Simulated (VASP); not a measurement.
# Sc4BP3 (Pm) in VASP: notebook, part 2 of 2

VASP 6.6.1. The steps go on from the part before.

### Step 3. Single point, PBE

Input file INCAR:

```
SYSTEM = Sc4BP3
PREC = Accurate ; ENCUT = 520
EDIFF = 1E-7 ; ISMEAR = 0
SIGMA = 0.2 ; LREAL = .False.
LASPH = .True. ; NELM = 100
ALGO = Normal ; ISIF = 2
LWAVE = .False. ; LCHARG = .False.
GGA = PE ; NBANDS = 41
```

Input file KPOINTS:

```
regular mesh
0
Gamma
  6 4 4
  0 0 0
```

Input file POSCAR:

```
Sc4BP3
1.0
    0.0000000000     -3.8700142037      0.0000000000
   -5.3085691270      0.0000000000     -0.0035767537
    0.0253638612      0.0000000000     -6.7706506645
Sc B P
4 1 3
Direct
    1.0000000000      0.2584274970      0.6583507715
    1.0000000000      0.7431207970      0.2999056469
    0.5000000000      0.7281319046      0.8627316863
    0.5000000000      0.2670960384      0.1768733680
    1.0000000000      0.4452201924      0.9998603048
    1.0000000000      0.0515055664      0.9945824561
    0.5000000000      0.5249235752      0.5046891580
    0.5000000000      0.9815744293      0.5030066082
```

Potentials or basis: VASP PAW PBE potentials, release 64 (Sc_sv, B, P).

On the command line:

```console
$ cat potpaw_PBE.64/Sc_sv/POTCAR potpaw_PBE.64/B/POTCAR potpaw_PBE.64/P/POTCAR > POTCAR
$ mpirun -np 1 vasp_std > vasp.out
```

OUTCAR:

```text
SYSTEM = Sc4BP3
   PREC = Accurate
   ENCUT = 520
   EDIFF = 1E-7
   ISMEAR = 0
   LREAL = .False.
   LASPH = .True.
   NELM = 100
   ISIF = 2
   GGA = PE

 ion  position               nearest neighbor table
   1  0.000  0.258  0.658-   5 2.51   6 2.53   7 2.61   7 2.61   8 2.65   8 2.65
   2  0.000  0.743  0.300-   5 2.57   6 2.64   7 2.65   7 2.65   8 2.69   8 2.69   4 3.29   4 3.29

   3  0.500  0.728  0.863-   5 2.62   5 2.62   7 2.65   6 2.73   6 2.73   8 2.79   4 3.25
   4  0.500  0.267  0.177-   5 2.47   5 2.47   6 2.56   6 2.56   7 2.60   8 2.68   3 3.25   2 3.29
                             2 3.29
   5  0.000  0.445  1.000-   6 2.09   4 2.47   4 2.47   1 2.51   2 2.57   3 2.62   3 2.62
   6  0.000  0.052  0.995-   5 2.09   1 2.53   4 2.56   4 2.56   2 2.64   3 2.73   3 2.73
   7  0.500  0.525  0.505-   8 2.42   4 2.60   1 2.61   1 2.61   2 2.65   2 2.65   3 2.65   8 2.88

   8  0.500  0.982  0.503-   7 2.42   1 2.65   1 2.65   4 2.68   2 2.69   2 2.69   3 2.79   7 2.88

  LATTYP: Found a simple monoclinic cell.
 ALAT       =     5.3085703320
 B/A-ratio  =     0.7290125140
 C/A-ratio  =     1.2754277987
 COS(beta)  =    -0.0030723562

  Lattice vectors:

 A1 = (  -5.3085691270,   0.0000000000,  -0.0035767537)
 A2 = (   0.0000000000,   3.8700142037,   0.0000000000)
 A3 = (   0.0253638612,   0.0000000000,  -6.7706506645)

Analysis of symmetry for initial positions (statically):
=====================================================================
 Subroutine PRICEL returns:
 Original cell was already a primitive cell.

 Routine SETGRP: Setting up the symmetry group for a
 simple monoclinic supercell.

 Subroutine GETGRP returns: Found  2 space group operations
 (whereof  2 operations were pure point group operations)
 out of a pool of  4 trial point group operations.

The static configuration has the point symmetry C_1h.

Analysis of symmetry for dynamics (positions and initial velocities):
=====================================================================
 Subroutine PRICEL returns:
 Original cell was already a primitive cell.

 Routine SETGRP: Setting up the symmetry group for a
 simple monoclinic supercell.

 Subroutine GETGRP returns: Found  2 space group operations
 (whereof  2 operations were pure point group operations)
 out of a pool of  4 trial point group operations.

The dynamic configuration has the point symmetry C_1h.

 Subroutine INISYM returns: Found  2 space group operations
 (whereof  2 operations are pure point group operations),
 and found     1 'primitive' translations

----------------------------------------------------------------------------------------

                                     Primitive cell

  volume of cell :     139.0982

  direct lattice vectors                    reciprocal lattice vectors
     0.000000000 -3.870014204  0.000000000     0.000000000 -0.258396984  0.000000000
    -5.308569127  0.000000000 -0.003576754    -0.188374203  0.000000000 -0.000705678
     0.025363861  0.000000000 -6.770650664     0.000099513  0.000000000 -0.147695920

  length of vectors
     3.870014204  5.308570332  6.770698173     0.258396984  0.188375524  0.147695953

  position of ions in fractional coordinates (direct lattice)
     0.000000000  0.258427497  0.658350771
     0.000000000  0.743120797  0.299905647
     0.500000000  0.728131905  0.862731686
     0.500000000  0.267096038  0.176873368
     0.000000000  0.445220192  0.999860305
     0.000000000  0.051505566  0.994582456
[... 45 lines left out ...]
  0.500000  0.000000  0.000000      1.000000
  0.000000  0.250000  0.000000      2.000000
  0.166667  0.250000  0.000000      4.000000
[... 16 lines left out ...]
  0.333333  0.500000  0.250000      4.000000
  0.500000  0.500000  0.250000      2.000000
 [... further k-points ...]
   k-points           NKPTS =     40   k-points in BZ     NKDIM =     40   number of bands    NBANDS=     41
   number of dos      NEDOS =    301   number of ions     NIONS =      8
   total plane-waves  NPLWV =  60000
   dimension x,y,z NGX =    30 NGY =   40 NGZ =   50
   dimension x,y,z NGXF=    60 NGYF=   80 NGZF=  100
   ions per type =               4   1   3
   NGX,Y,Z   is equivalent  to a cutoff of  12.89, 12.53, 12.28 a.u.
   NGXF,Y,Z  is equivalent  to a cutoff of  25.77, 25.05, 24.55 a.u.
 SYSTEM =  Sc4BP3
   PREC   = accura    normal or accurate (medium, high low for compatibility)
   ISTART =      0    job   : 0-new  1-cont  2-samecut
   ICHARG =      2    charge: 1-file 2-atom 10-const
   ISPIN  =      1    spin polarized calculation?
   LNONCOLLINEAR =      F non collinear calculations
   LSORBIT =      F    spin-orbit coupling
   LASPH  =      T    aspherical Exc in radial PAW
   ENCUT  =  520.0 eV  38.22 Ry    6.18 a.u.   7.20  9.87 12.59*2*pi/ulx,y,z
   NELM   =    100;   NELMIN=  2; NELMDL= -5     # of ELM steps
   EDIFF  = 0.1E-06   stopping-criterion for ELM
   LREAL  =      F    real-space projection
   EDIFFG = 0.1E-05   stopping-criterion for IOM
   NSW    =      0    number of steps for IOM
   IBRION =     -1    ionic relax: 0-MD 1-quasi-New 2-CG
   NFREE  =      0    steps in history (QN), initial steepest desc. (CG)
   ISIF   =      2    stress and relaxation
   ISYM   =      2    0-nonsym 1-usesym 2-fastsym
   POTIM  = 0.5000    time-step for ionic-motion
   TEBEG  =    0.0;   TEEND  =   0.0 temperature during run
   PSTRESS=    0.0 pullay stress
   NELECT =      62.0000    total number of electrons
   NUPDOWN=      -1.0000    fix difference up-down
   EMIN   =  10.00;   EMAX   =-10.00  energy-range for DOS
   EFERMI =   0.00;   METHOD = LEGACY
   ISMEAR =     0;   SIGMA  =   0.20  broadening in eV -4-tet -1-fermi 0-gaus
   EFERMI_NEDOS =   21; number of points for ismear=-14 and -15
   IALGO  =     38    algorithm
   IMIX   =      4    mixing-type and parameters
     AMIX     =   0.40;   BMIX     =  1.00
     AMIX_MAG =   1.60;   BMIX_MAG =  1.00
  volume/ion in A,a.u.               =      17.39       117.34
  Fermi-wavevector in a.u.,A,eV,Ry     =   1.250542  2.363181 21.277536  1.563855
  Thomas-Fermi vector in A             =   2.384531
   LORBIT       =      0    0 simple, 1 ext, 2 COOP (PROOUT), +10 PAW based schemes
   GGA     = PE    functional components
   LHFCALC =     F    Hartree Fock is set to
   AEXX    =    0.0000 exact exchange contribution
   IVDW    =     0    specifies the selected vdW correction
   LEPSILON=     F    determine dielectric tensor
   LRPA    =     F    only Hartree local field effects (RPA)
 non-spin polarized calculation
 Gauss-broadening in eV      SIGMA  =   0.20
  energy-cutoff  :      520.00
  volume of cell :      139.10
 maximum number of plane-waves:      3772
 NGX is ok and might be reduce to    30
   NGX = 15   NGY = 19   NGZ = 25

 number of electron      61.9999996 magnetization

 Free energy of the ion-electron system (eV)
  ---------------------------------------------------
  ext. energy  EPLUGINS =         0.00000000
  ---------------------------------------------------
  free energy    TOTEN  =       -56.43451077 eV

  energy without entropy =      -56.37682779  energy(sigma->0) =      -56.40566928

 E-fermi :   5.8240     XC(G=0): -10.6267

 val. band max:        5.8107153102   @ k =   0.0000   0.0000   0.0000
 cond. band min:       5.8340245404   @ k =   0.0000   0.5000   0.0000
 fundamental gap:      0.0233092302
 Fermi energy:         5.8239896776

 k-point     1 :       0.0000    0.0000    0.0000
  band No.  band energies     occupation
      1     -43.6074      2.00000
      2     -43.4743      2.00000
      3     -43.3979      2.00000
      4     -43.0439      2.00000
      5     -22.3129      2.00000
      6     -22.2293      2.00000
[... 1045 lines left out ...]
     40       8.5091      0.00000
     41       8.5589      0.00000

 [... further k-points ...]
[... 5 lines left out ...]
  --------------------------------------------------------------------------------------
  -------------------------------------------------------------------------------------
  Total       -0.5010708      0.3502158      0.4389077      0.0000000      0.0000000     -0.0433009
  in kB       -5.7714923      4.0338971      5.0554779      0.0000000      0.0000000     -0.4987541
  external PRESSURE =       1.1059609 kB  Pullay stress =       0.0000000 kB

 VOLUME and BASIS-vectors are now :
 -----------------------------------------------------------------------------
  energy-cutoff  :      520.00
  volume of cell :      139.10
      direct lattice vectors                 reciprocal lattice vectors
     0.000000000 -3.870014204  0.000000000     0.000000000 -0.258396984  0.000000000
    -5.308569127  0.000000000 -0.003576754    -0.188374203  0.000000000 -0.000705678
     0.025363861  0.000000000 -6.770650664     0.000099513  0.000000000 -0.147695920

 POSITION                                       TOTAL-FORCE (eV/Angst)
 -----------------------------------------------------------------------------------
     -1.35518      0.00000     -4.45839        -0.006348      0.000000     -0.072936
     -3.93730      0.00000     -2.03321         0.003706      0.000000      0.097820
     -3.84346     -1.93501     -5.84386        -0.024886      0.000000     -0.060817
     -1.41341     -1.93501     -1.19850         0.016068      0.000000      0.044104
     -2.33812      0.00000     -6.77130        -0.003008      0.000000      0.018816
     -0.24819      0.00000     -6.73415         0.016627      0.000000      0.000519
     -2.77379     -1.93501     -3.41895        -0.019349      0.000000     -0.020988
     -5.19800     -1.93501     -3.40919         0.017189      0.000000     -0.006518
 -----------------------------------------------------------------------------------
    total drift:                                0.000546     -0.000000     -0.000446

  FREE ENERGIE OF THE ION-ELECTRON SYSTEM (eV)
  ---------------------------------------------------
  free  energy   TOTEN  =       -56.4345107671 eV

  energy  without entropy=      -56.3768277922  energy(sigma->0) =      -56.40566928
```

Run time: 2.3 min. Hardware: 1 thread of AMD EPYC 9R45 (Zen 5), shared host; peak memory 0.31 GiB.

Results:

```yaml
Free_energy: -56.4345 eV
Pressure: 0.1 GPa
Largest_force: 0.098 eV/Å
Band_gap_on_the_k_mesh: zero (bands 31 and 32 overlap by 0.80 eV)
```

Forces on the atoms (eV/Å):
```
Sc  -0.006  0.000 -0.073
Sc   0.004  0.000  0.098
Sc  -0.025  0.000 -0.061
Sc   0.016  0.000  0.044
B   -0.003  0.000  0.019
P    0.017  0.000  0.001
P   -0.019  0.000 -0.021
P    0.017  0.000 -0.007
```

The gap in the log of VASP goes by the Fermi energy; the results here count the filled bands.